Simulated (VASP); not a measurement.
# As in VASP: notebook, part 2 of 2

VASP 6.6.1. Earlier steps stand in the parts before.

## Step 3: Single point, PBE+D3(BJ) (strain along x +0.050, then relaxed in part)

INCAR

```
PREC = Accurate ; ENCUT = 400
EDIFF = 1E-6 ; ISMEAR = 0
SIGMA = 0.02 ; LREAL = F
LASPH = T ; NELM = 120
ALGO = Normal ; ISIF = 2
LWAVE = F ; LCHARG = F
LDIPOL = T ; IDIPOL = 3
DIPOL = 0.5 0.5 0.500 ; GGA = PE
IVDW = 12 ; NBANDS = 22
GGA_COMPAT = F ; NELMDL = -8
```

KPOINTS

```
regular mesh
0
Gamma
  9 9 1
```

POSCAR

```
As
1.0
    3.7502050269      0.0000000000      0.0000000000
   -1.8751025135      3.0931169740      0.0000000000
    0.0000000000      0.0000000000     28.5742411176
As
2
Direct
    0.3316919568      0.6633839137      0.4759663498
    0.6683080432      0.3366160863      0.5240336502
```

Potentials or basis: VASP PAW PBE potentials, release 64 (As_d).

Started as:

```
$ cat potpaw_PBE.64/As_d/POTCAR > POTCAR
$ mpirun -np 1 vasp_std > vasp.out
```

OUTCAR:

```text
PREC = Accurate
   ENCUT = 400
   EDIFF = 1E-6
   ISMEAR = 0
   LREAL = F
   LASPH = T
   NELM = 120
   ISIF = 2
   GGA = PE
   IVDW = 12
   NELMDL = -8
 IVDW          = 12

 ion  position               nearest neighbor table
   1  0.332  0.663  0.476-   2 2.49   2 2.53   2 2.53
   2  0.668  0.337  0.524-   1 2.49   1 2.53   1 2.53

  Warning from LATTYP: Monoclinic adjustment (A1->A3, A2->A1, A3->A2)!
  LATTYP: Found a base centered orthorhombic cell.
 ALAT       =     3.7502050269
 B/A-ratio  =     1.6495721977
 C/A-ratio  =     7.6193810505

  Lattice vectors:

 A1 = (   1.8751025135,  -3.0931169740,   0.0000000000)
 A2 = (   1.8751025134,   3.0931169740,   0.0000000000)
 A3 = (   0.0000000000,   0.0000000000,  28.5742411176)

Analysis of symmetry for initial positions (statically):
=====================================================================
 Subroutine PRICEL returns:
 Original cell was already a primitive cell.

 Routine SETGRP: Setting up the symmetry group for a
 base centered orthorhombic supercell.

 Subroutine GETGRP returns: Found  4 space group operations
[... 169 lines left out ...]

 val. band max:       -4.3053126055   @ k =   0.0000   0.0000   0.0000
 cond. band min:      -2.9573055123   @ k =   0.0000   0.3333   0.0000
 fundamental gap:      1.3480070932
 Fermi energy:        -4.1585315680

 k-point     1 :       0.0000    0.0000    0.0000
  band No.  band energies     occupation
      1     -39.4621      2.00000
      2     -39.4584      2.00000
      3     -39.4270      2.00000
      4     -39.4234      2.00000
      5     -39.3713      2.00000
      6     -39.3565      2.00000
[... 589 lines left out ...]
     21       3.9417      0.00000
     22       4.2405      0.00000

 [... further k-points ...]

------------------------ aborting loop because EDIFF is reached ----------------------------------------

 vacuum level on the upper side and lower side of the slab       (xc-potential included)        -0.007        -0.007

 Edisp (eV)   -0.40304

 E8    (eV) :    -0.1831

  FORCE on cell =-STRESS in cart. coord.  units (eV):
  Direction    XX          YY          ZZ          XY          YZ          ZX
  --------------------------------------------------------------------------------------
  -------------------------------------------------------------------------------------
  Total      -1.71857    -0.40026    -0.03750     0.00000    -0.00275     0.00000
  in kB      -8.30712    -1.93475    -0.18127     0.00000    -0.01329     0.00000
  external pressure =       -3.47 kB  Pullay stress =        0.00 kB

 VOLUME and BASIS-vectors are now :
 -----------------------------------------------------------------------------
  energy-cutoff  :      400.00
  volume of cell :      331.46
      direct lattice vectors                 reciprocal lattice vectors
     3.750205027  0.000000000  0.000000000     0.266652088  0.161649237  0.000000000
    -1.875102513  3.093116974  0.000000000     0.000000000  0.323298475  0.000000000
     0.000000000  0.000000000 28.574241118     0.000000000  0.000000000  0.034996555

 POSITION                                       TOTAL-FORCE (eV/Angst)
 -----------------------------------------------------------------------------------
     -0.00000      2.05192     13.60038        -0.000000      0.001465     -0.023569
      1.87510      1.04119     14.97386         0.000000     -0.001465      0.023569
 -----------------------------------------------------------------------------------
    total drift:                                0.000000      0.000000      0.000000

  FREE ENERGIE OF THE ION-ELECTRON SYSTEM (eV)
  ---------------------------------------------------
  free  energy   TOTEN  =        -9.7345059614 eV

  energy  without entropy=       -9.7345059614  energy(sigma->0) =       -9.73450596

 vacuum level on the upper side and lower side of the slab         1.058         1.058
```

stdout:

```text
POSCAR found type information on POSCAR As
 POSCAR found :  1 types and       2 ions
 scaLAPACK will be used
 LDA part: xc-table for (Slater+PW92), standard interpolation
 POSCAR, INCAR and KPOINTS ok, starting setup
 FFT: planning ... GRIDC
 FFT: planning ... GRID_SOFT
 FFT: planning ... GRID
 WAVECAR not read
 entering main loop
```

Wall time 73 s (1 thread of Intel Xeon 6975P-C (Granite Rapids), shared host); peak memory 0.35 GiB.

What came out:

* Free energy: -9.7345 eV
* Largest force: 0.024 eV/Å
* Band gap on the k mesh: 1.35 eV (least direct gap 1.57 eV)
* Dispersion energy per atom: -0.202 eV

Forces on the atoms (eV/Å):
```
As   0.000  0.001 -0.024
As   0.000 -0.001  0.024
```

Caveat: the cell differs from its parent crystal (strain along x +0.050, then relaxed in part).

## Step 4: Single point, PBE+D3(BJ) (strain along y -0.020, then relaxed in part)

INCAR

```
SYSTEM = As
PREC = Accurate
ENCUT = 400
EDIFF = 1E-6
ISMEAR = 0
SIGMA = 0.02
LREAL = .FALSE.
LASPH = .TRUE.
NELM = 120
ALGO = Normal
ISIF = 2
LWAVE = .FALSE.
LCHARG = .FALSE.
LDIPOL = .TRUE.
IDIPOL = 3
DIPOL = 0.5 0.5 0.500
GGA = PE
IVDW = 12
NBANDS = 22
GGA_COMPAT = .FALSE.
NELMDL = -8
```

KPOINTS

```
regular mesh
0
G
  9 9 1
  0 0 0
```

POSCAR

```
As
1.0
    3.5716238352      0.0000000000      0.0000000000
   -1.7858119176      3.0312546345      0.0000000000
    0.0000000000      0.0000000000     28.5742411176
As
2
Direct
    0.3326450591      0.6652901182      0.4753691678
    0.6673549409      0.3347098818      0.5246308322
```

Started as:

```
$ cat potpaw_PBE.64/As_d/POTCAR > POTCAR
$ mpirun -np 1 vasp_std > vasp.out
```

Run time: 94 s. Hardware: 1 thread of AMD EPYC 9R45 (Zen 5), shared host; peak memory 0.33 GiB.

The run converged. Its results:

| Item | Value |
| --- | --- |
| Free energy | -9.7684 eV |
| Largest force | 0.022 eV/Å |
| Band gap on the k mesh | 1.25 eV (least direct gap 2.03 eV) |
| Dispersion energy per atom | -0.216 eV |

Forces in eV/Å, atoms in the order of the input:
```
As   0.000 -0.008 -0.020
As   0.000  0.008  0.020
```

Levels at points of the mesh, in eV from the valence-band top:
```tsv
k point	band 12	band 13	band 14	band 15	band 16	band 17	band 18	band 19
(0.00, 0.00, 0.00)	-7.57	-1.01	-0.17	0.00	2.03	3.35	3.51	4.54
```

Caveat: the cell differs from its parent crystal (strain along y -0.020, then relaxed in part).

## Step 5: Summary

```csv
cell,gap on the mesh (eV),largest force (eV/Å)
"a = 3.643, b = 3.590, c = 28.574 Å, angles 90.0, 90.0, 120.5°, 2 atoms, strain along x +0.020, then relaxed in part",1.48,0.03
"a = 3.750, b = 3.617, c = 28.574 Å, angles 90.0, 90.0, 121.2°, 2 atoms, strain along x +0.050, then relaxed in part",1.35,0.02
"a = 3.572, b = 3.518, c = 28.574 Å, angles 90.0, 90.0, 120.5°, 2 atoms, strain along y -0.020, then relaxed in part",1.25,0.02
```

Alike in all rows: task single point; level PBE+D3(BJ); potentials or basis VASP PAW PBE potentials, release 64 (As_d); no spin polarisation; k mesh 9 × 9 × 1; cutoff (eV) 400; smearing gaussian 0.02 eV.

Total energies depend on the potentials used, so only differences within one code and one set of settings carry meaning.
